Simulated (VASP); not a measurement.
# Mg (P6_3/mmc) in VASP: notebook

Runs on Mg. Level: PBE. Tasks: single point, relaxation of cell and atoms.

Program: VASP 6.6.1. These are calculated values, not measurements. Logs are shortened: lines on timing, memory, paths and dates and some standing lists are left out, and cuts for length are marked.

**1. The cell of the first run**

The structure is hexagonal, space group P6_3/mmc (No. 194). Conventional cell: a = 3.172 Å, b = 3.172 Å, c = 5.141 Å, α = 90.00°, β = 90.00°, γ = 120.00°. Mg (site symmetry -6m2) has 12 Mg at 3.16 to 3.17 Å within 4.2 Å.

**2. Single point, PBE**

Input file INCAR:

```
SYSTEM = Mg
  PREC = Accurate
  ENCUT = 520
  EDIFF = 1E-6
  ISMEAR = 0
  SIGMA = 0.1
  LREAL = .False.
  LASPH = .True.
  NELM = 60
  ALGO = Fast
  ISIF = 2
  LWAVE = .False.
  LCHARG = .True.
  GGA = PE
  LELF = .True.
  LVHAR = .True.
  NBANDS = 9
```

Input file KPOINTS:

```
regular mesh
0
Gamma
  6 6 4
  0 0 0
```

Input file POSCAR:

```
Mg
1.0
    3.1720232900      0.0000000000      0.0000000000
   -1.5860116400      2.7470527500      0.0000000000
    0.0000000000      0.0000000000      5.1412049000
Mg
2
Direct
    0.3333333300      0.6666666700      0.2500000000
    0.6666666700      0.3333333300      0.7500000000
```

Potentials or basis: VASP PAW PBE potentials, release 64 (Mg).

On the command line:

```sh
cat potpaw_PBE.64/Mg/POTCAR > POTCAR
mpirun -np 1 vasp_std > vasp.out
```

OUTCAR:

```text
SYSTEM = Mg
   PREC = Accurate
   ENCUT = 520
   EDIFF = 1E-6
   ISMEAR = 0
   LREAL = .False.
   LASPH = .True.
   NELM = 60
   ISIF = 2
   GGA = PE

 ion  position               nearest neighbor table
   1  0.333  0.667  0.250-   2 3.16   2 3.16   2 3.16   2 3.16   2 3.16   2 3.16
   2  0.667  0.333  0.750-   1 3.16   1 3.16   1 3.16   1 3.16   1 3.16   1 3.16

  LATTYP: Found a hexagonal cell.
 ALAT       =     3.1720232900
 C/A-ratio  =     1.6207967061

  Lattice vectors:

 A1 = (   3.1720232900,   0.0000000000,   0.0000000000)
 A2 = (  -1.5860116400,   2.7470527500,   0.0000000000)
 A3 = (   0.0000000000,   0.0000000000,   5.1412049000)

Analysis of symmetry for initial positions (statically):
=====================================================================
 Subroutine PRICEL returns:
 Original cell was already a primitive cell.

 Routine SETGRP: Setting up the symmetry group for a
 hexagonal supercell.

 Subroutine GETGRP returns: Found 24 space group operations
 (whereof 12 operations were pure point group operations)
 out of a pool of 24 trial point group operations.

The static configuration has the point symmetry D_3d.
 The point group associated with its full space group is D_6h.

Analysis of symmetry for dynamics (positions and initial velocities):
=====================================================================
 Subroutine PRICEL returns:
 Original cell was already a primitive cell.

 Routine SETGRP: Setting up the symmetry group for a
 hexagonal supercell.

 Subroutine GETGRP returns: Found 24 space group operations
 (whereof 12 operations were pure point group operations)
 out of a pool of 24 trial point group operations.

The dynamic configuration has the point symmetry D_3d.
 The point group associated with its full space group is D_6h.

 Subroutine INISYM returns: Found 24 space group operations
 (whereof 12 operations are pure point group operations),
 and found     1 'primitive' translations

----------------------------------------------------------------------------------------

                                     Primitive cell

  volume of cell :      44.7990

  direct lattice vectors                    reciprocal lattice vectors
     3.172023290  0.000000000  0.000000000     0.315256197  0.182013250  0.000000000
    -1.586011640  2.747052750  0.000000000     0.000000000  0.364026501  0.000000000
     0.000000000  0.000000000  5.141204900     0.000000000  0.000000000  0.194506934

  length of vectors
     3.172023290  3.172023287  5.141204900     0.364026500  0.364026501  0.194506934

  position of ions in fractional coordinates (direct lattice)
     0.333333330  0.666666670  0.250000000
     0.666666670  0.333333330  0.750000000

  ion indices of the primitive-cell ions
   primitive index   ion index
                 1           1
                 2           2

----------------------------------------------------------------------------------------

 KPOINTS: regular mesh

Automatic generation of k-mesh.
 Grid dimensions read from file:
 generate k-points for:    6    6    4

 Generating k-lattice:

  Cartesian coordinates                     Fractional coordinates (reciprocal lattice)
     0.052542700  0.030335542  0.000000000     0.166666667  0.000000000  0.000000000
     0.000000000  0.060671083  0.000000000     0.000000000  0.166666667  0.000000000
     0.000000000  0.000000000  0.048626733     0.000000000  0.000000000  0.250000000

  Length of vectors
     0.060671083  0.060671083  0.048626733

  Shift w.r.t. Gamma in fractional coordinates (k-lattice)
     0.000000000  0.000000000  0.000000000

 Subroutine IBZKPT returns following result:
 ===========================================

 Found     21 irreducible k-points:

 Following reciprocal coordinates:
            Coordinates               Weight
  0.000000  0.000000  0.000000      1.000000
  0.166667  0.000000  0.000000      6.000000
  0.333333  0.000000  0.000000      6.000000
  0.500000 -0.000000  0.000000      3.000000
  0.166667  0.166667  0.000000      6.000000
  0.333333  0.166667  0.000000     12.000000
[... 13 lines left out ...]
  0.333333  0.166667  0.500000     12.000000
  0.333333  0.333333  0.500000      2.000000
   k-points           NKPTS =     21   k-points in BZ     NKDIM =     21   number of bands    NBANDS=      9
   number of dos      NEDOS =    301   number of ions     NIONS =      2
   total plane-waves  NPLWV =  23040
   dimension x,y,z NGX =    24 NGY =   24 NGZ =   40
   dimension x,y,z NGXF=    48 NGYF=   48 NGZF=   80
   ions per type =               2
   NGX,Y,Z   is equivalent  to a cutoff of  12.58, 12.58, 12.93 a.u.
   NGXF,Y,Z  is equivalent  to a cutoff of  25.16, 25.16, 25.87 a.u.
 SYSTEM =  Mg
   PREC   = accura    normal or accurate (medium, high low for compatibility)
   ISTART =      0    job   : 0-new  1-cont  2-samecut
   ICHARG =      2    charge: 1-file 2-atom 10-const
   ISPIN  =      1    spin polarized calculation?
   LNONCOLLINEAR =      F non collinear calculations
   LSORBIT =      F    spin-orbit coupling
   LASPH  =      T    aspherical Exc in radial PAW
   ENCUT  =  520.0 eV  38.22 Ry    6.18 a.u.   5.90  5.90  9.56*2*pi/ulx,y,z
   NELM   =     60;   NELMIN=  2; NELMDL= -5     # of ELM steps
   EDIFF  = 0.1E-05   stopping-criterion for ELM
   LREAL  =      F    real-space projection
   EDIFFG = 0.1E-04   stopping-criterion for IOM
   NSW    =      0    number of steps for IOM
   IBRION =     -1    ionic relax: 0-MD 1-quasi-New 2-CG
   NFREE  =      0    steps in history (QN), initial steepest desc. (CG)
   ISIF   =      2    stress and relaxation
   ISYM   =      2    0-nonsym 1-usesym 2-fastsym
   POTIM  = 0.5000    time-step for ionic-motion
   TEBEG  =    0.0;   TEEND  =   0.0 temperature during run
   PSTRESS=    0.0 pullay stress
   NELECT =       4.0000    total number of electrons
   NUPDOWN=      -1.0000    fix difference up-down
   EMIN   =  10.00;   EMAX   =-10.00  energy-range for DOS
   EFERMI =   0.00;   METHOD = LEGACY
   ISMEAR =     0;   SIGMA  =   0.10  broadening in eV -4-tet -1-fermi 0-gaus
   EFERMI_NEDOS =   21; number of points for ismear=-14 and -15
   IALGO  =     68    algorithm
   IMIX   =      4    mixing-type and parameters
     AMIX     =   0.40;   BMIX     =  1.00
     AMIX_MAG =   1.60;   BMIX_MAG =  1.00
  volume/ion in A,a.u.               =      22.40       151.16
  Fermi-wavevector in a.u.,A,eV,Ry     =   0.731710  1.382731  7.284544  0.535399
  Thomas-Fermi vector in A             =   1.823993
   LORBIT       =      0    0 simple, 1 ext, 2 COOP (PROOUT), +10 PAW based schemes
   GGA     = PE    functional components
   LHFCALC =     F    Hartree Fock is set to
   AEXX    =    0.0000 exact exchange contribution
   IVDW    =     0    specifies the selected vdW correction
   LEPSILON=     F    determine dielectric tensor
   LRPA    =     F    only Hartree local field effects (RPA)
 non-spin polarized calculation
 RMM-DIIS sequential band-by-band and
 Gauss-broadening in eV      SIGMA  =   0.10
  energy-cutoff  :      520.00
  volume of cell :       44.80
 maximum number of plane-waves:      1224
 NGX is ok and might be reduce to    24
   NGX = 11   NGY = 11   NGZ = 19

 number of electron       4.0000000 magnetization

 Free energy of the ion-electron system (eV)
  ---------------------------------------------------
  ext. energy  EPLUGINS =         0.00000000
  ---------------------------------------------------
  free energy    TOTEN  =        -2.94766137 eV

  energy without entropy =       -2.94056585  energy(sigma->0) =       -2.94411361

 E-fermi :   2.6061     XC(G=0):  -8.5675

 val. band max:        2.5676091445   @ k =   0.1667   0.1667   0.0000
 cond. band min:       2.6218644076   @ k =   0.3333   0.1667   0.0000
 fundamental gap:      0.0542552631
 Fermi energy:         2.6061053173

 k-point     1 :       0.0000    0.0000    0.0000
  band No.  band energies     occupation
      1      -4.2753      2.00000
      2       1.0473      2.00000
      3       1.5388      2.00000
      4      13.8271      0.00000
      5      13.8271      0.00000
      6      13.9877      0.00000
      7      13.9877      0.00000
      8      14.7457      0.00000
      9      16.3973      0.00000

 k-point     2 :       0.1667    0.0000    0.0000
  band No.  band energies     occupation
      1      -3.7212      2.00000
      2       1.5535      2.00000
      3       2.0715      2.00000
      4       8.9851      0.00000
      5      11.5972      0.00000
      6      12.1944      0.00000
      7      13.7638      0.00000
      8      14.7687      0.00000
      9      16.2264      0.00000

 k-point     3 :       0.3333    0.0000    0.0000
  band No.  band energies     occupation
      1      -2.0788      2.00000
      2       3.0752      0.00000
      3       3.3588      0.00000
      4       4.7105      0.00000
      5       9.2133      0.00000
      6       9.3870      0.00000
      7      10.2123      0.00000
      8      12.0453      0.00000
      9      14.6429      0.00000

 k-point     4 :       0.5000   -0.0000    0.0000
  band No.  band energies     occupation
      1       0.5734      2.00000
      2       0.6036      2.00000
      3       5.4630      0.00000
      4       5.7969      0.00000
      5       6.1257      0.00000
      6       6.5268      0.00000
      7       9.7522      0.00000
      8      11.2172      0.00000
      9      14.1117      0.00000

 k-point     5 :       0.1667    0.1667    0.0000
  band No.  band energies     occupation
      1      -2.6230      2.00000
      2       2.5676      1.41385
      3       3.0734      0.00000
      4       6.7564      0.00000
      5       7.2322      0.00000
      6      11.4530      0.00000
      7      12.1374      0.00000
      8      12.2068      0.00000
      9      13.0828      0.00000

 k-point     6 :       0.3333    0.1667    0.0000
  band No.  band energies     occupation
      1      -0.4663      2.00000
      2       2.6219      0.82364
      3       4.5976      0.00000
      4       5.0188      0.00000
      5       6.2212      0.00000
      6       7.6761      0.00000
      7       8.9304      0.00000
      8      10.7991      0.00000
      9      11.9006      0.00000
[... 133 lines left out ...]
 k-point    18 :       0.5000   -0.0000    0.5000
  band No.  band energies     occupation
      1       1.6331      2.00000
      2       1.6331      2.00000
      3       2.3234      1.99994
      4       2.3234      1.99994
      5      10.8786      0.00000
      6      10.8786      0.00000
      7      10.9391      0.00000
      8      10.9391      0.00000
      9      12.5940      0.00000

 k-point    19 :       0.1667    0.1667    0.5000
  band No.  band energies     occupation
      1      -1.2310      2.00000
      2      -1.2310      2.00000
      3       7.7510      0.00000
      4       7.7510      0.00000
      5       8.2216      0.00000
      6       8.2216      0.00000
      7      10.2010      0.00000
      8      10.2010      0.00000
      9      17.1153      0.00000

 k-point    20 :       0.3333    0.1667    0.5000
  band No.  band energies     occupation
      1       0.8794      2.00000
      2       0.8794      2.00000
      3       4.0705      0.00000
      4       4.0705      0.00000
      5       7.2392      0.00000
      6       7.2392      0.00000
      7      11.7676      0.00000
      8      11.7676      0.00000
      9      14.5259      0.00000

 k-point    21 :       0.3333    0.3333    0.5000
  band No.  band energies     occupation
      1       2.9524      0.00000
      2       2.9524      0.00000
      3       3.4236      0.00000
      4       3.4236      0.00000
      5       4.3733      0.00000
      6       4.3733      0.00000
      7      13.9013      0.00000
      8      13.9026      0.00000
      9      14.0403      0.00000

------------------------ aborting loop because EDIFF is reached ----------------------------------------

  FORCE on cell =-STRESS in cart. coord.  units (eV):
  Direction    XX          YY          ZZ          XY          YZ          ZX
  --------------------------------------------------------------------------------------
  -------------------------------------------------------------------------------------
  Total        0.2093550      0.2093550      0.2964916      0.0000000      0.0000000     -0.0000000
  in kB        7.4873060      7.4873060     10.6036339      0.0000000      0.0000000     -0.0000000
  external PRESSURE =       8.5260819 kB  Pullay stress =       0.0000000 kB

 VOLUME and BASIS-vectors are now :
 -----------------------------------------------------------------------------
  energy-cutoff  :      520.00
  volume of cell :       44.80
      direct lattice vectors                 reciprocal lattice vectors
     3.172023290  0.000000000  0.000000000     0.315256197  0.182013250  0.000000000
    -1.586011640  2.747052750  0.000000000     0.000000000  0.364026501  0.000000000
     0.000000000  0.000000000  5.141204900     0.000000000  0.000000000  0.194506934

 POSITION                                       TOTAL-FORCE (eV/Angst)
 -----------------------------------------------------------------------------------
     -0.00000      1.83137      1.28530         0.000000      0.000000      0.000000
      1.58601      0.91568      3.85590        -0.000000     -0.000000      0.000000
 -----------------------------------------------------------------------------------
    total drift:                                0.000000     -0.000000      0.000000

  FREE ENERGIE OF THE ION-ELECTRON SYSTEM (eV)
  ---------------------------------------------------
  free  energy   TOTEN  =        -2.9476613697 eV

  energy  without entropy=       -2.9405658482  energy(sigma->0) =       -2.94411361
```

It took 3.7 s on 1 thread of AMD EPYC 9R45 (Zen 5), shared host; peak memory 0.12 GiB.

What came out:

```
Free energy            : -2.9477 eV
Pressure               : 0.9 GPa
Band gap on the k mesh : zero (band 2 reaches 3.08 eV, above the bottom of band 3 at 1.54 eV)
```

Caveat: the k points lie up to 0.38 Å⁻¹ apart.

**3. Relaxation of cell and atoms, PBE**

Input file INCAR:

```
SYSTEM = Mg
ALGO = Normal
EDIFF = 1E-6
EDIFFG = -0.005
ENCUT = 600
GGA = PE
IBRION = 2
ISIF = 3
ISMEAR = 0
LASPH = .TRUE.
LCHARG = .FALSE.
LREAL = .FALSE.
LWAVE = .FALSE.
NELM = 100
NSW = 100
PREC = Accurate
SIGMA = 0.1
```

Input file KPOINTS:

```
k-points
0
G
  18 18 8
  0 0 0
```

POSCAR is that of step 2.

Potentials or basis: VASP PAW PBE potentials, release 64 (Mg).

On the command line:

```sh
cat potpaw_PBE.64/Mg/POTCAR > POTCAR
mpirun -np 1 vasp_std > vasp.out
```

Run time: 71 s. Hardware: 1 thread of Intel Xeon Platinum 8488C (Sapphire Rapids), shared host; peak memory 0.23 GiB.

The run converged. Its results:

```yaml
Free_energy: -3.0160 eV
Relaxed_volume: 22.85 Å³/atom
Relaxed_cell: a = 3.205 Å, b = 3.205 Å, c = 5.136 Å, α = 90.00°, β = 90.00°, γ = 120.00°
Space_group_after_relaxing_to_0.05_Å: P6_3/mmc (No. 194)
Energy_gained_by_relaxing: 1.3 meV/atom
Ionic_steps: 6
Pressure_after_relaxing: 0.0 GPa
Band_gap_on_the_k_mesh: zero (band 2 reaches 3.69 eV, above the bottom of band 3 at 1.54 eV)
```

The path:
| step | energy change (eV) | largest force (eV/Å) | pressure (GPa) | volume (Å³) |
| --- | --- | --- | --- | --- |
| 1 | 0.0000 | 0.0000 | 0.77 | 44.80 |
| 2 | -0.0023 | 0.0000 | 0.17 | 45.50 |
| 3 | -0.0025 | 0.0000 | -0.05 | 45.77 |
| 4 | -0.0025 | 0.0000 | -0.04 | 45.75 |
| 5 | -0.0026 | 0.0000 | -0.02 | 45.74 |
| 6 | -0.0026 | 0.0000 | 0.01 | 45.70 |

Final structure:
```xyz
2
Lattice="3.2055 0.0000 0.0000 -1.6027 2.7760 0.0000 0.0000 0.0000 5.1357" Properties=species:S:1:pos:R:3 pbc="T T T"
Mg    0.0000    1.8507    1.2839
Mg    1.6027    0.9253    3.8518
```

Levels at points of the mesh, in eV from the Fermi level:
| k point | band 1 | band 2 | band 3 | band 4 | band 5 | band 6 |
| --- | --- | --- | --- | --- | --- | --- |
| (0.00, 0.00, 0.00) | -6.96 | -1.63 | -1.13 | 10.82 | 10.82 | 10.91 |
| (0.50, 0.00, 0.00) | -2.19 | -2.19 | 2.68 | 3.04 | 3.38 | 3.75 |
| (0.00, 0.00, 0.50) | -5.54 | -5.54 | 5.24 | 5.24 | 11.58 | 11.58 |
| (0.50, 0.00, 0.50) | -1.13 | -1.13 | -0.47 | -0.47 | 7.96 | 7.96 |
